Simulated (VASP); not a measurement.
A run of VASP 6.6.1 is set up as follows.

Contents of POSCAR:

```
CdF2
1.0
    0.0000000000      2.6825809931      2.6825809931
    2.6825809931      0.0000000000      2.6825809931
    2.6825809931      2.6825809931      0.0000000000
Cd F
1 2
Direct
    0.0000000000      0.0000000000      0.0000000000
    0.2500000000      0.2500000000      0.2500000000
    0.7500000000      0.7500000000      0.7500000000
```

Contents of INCAR.step1:

```
  PREC = Accurate
  ENCUT = 520
  ISMEAR = 0
  SIGMA = 0.01
  LREAL = False
  LASPH = True
  NELM = 60
  NBANDS = 20
  GGA = PE
  ALGO = Normal
  EDIFF = 1E-4
  LWAVE = True
  LCHARG = False
```

The input INCAR.step2:

```
  PREC = Accurate
  ENCUT = 520
  EDIFF = 1E-6
  ISMEAR = 0
  SIGMA = 0.01
  LREAL = False
  LASPH = True
  NELM = 60
  ALGO = Normal
  ISIF = 2
  LWAVE = False
  LCHARG = False
  METAGGA = R2SCAN
  LMIXTAU = True
  NBANDS = 20
  ISTART = 1
```

The input KPOINTS:

```
regular mesh
0
Gamma
  6 6 6
```

Potentials or basis: VASP PAW PBE potentials, release 64 (Cd, F).

Run with:

```console
$ cat potpaw_PBE.64/Cd/POTCAR potpaw_PBE.64/F/POTCAR > POTCAR
$ cp INCAR.step1 INCAR
$ mpirun -np 1 vasp_std > vasp.out
$ cp INCAR.step2 INCAR
$ mpirun -np 1 vasp_std > vasp.out
```

**Question.** Predict the band gap on the k mesh.

**Answer.** 3.82 eV, indirect (least direct gap 4.28 eV).

**Question.** Predict the pressure.

**Answer.** 2.6 GPa.

Caveat: the PAW data sets were made with another functional, which shifts forces and pressure a little. A k mesh can miss the band edges.
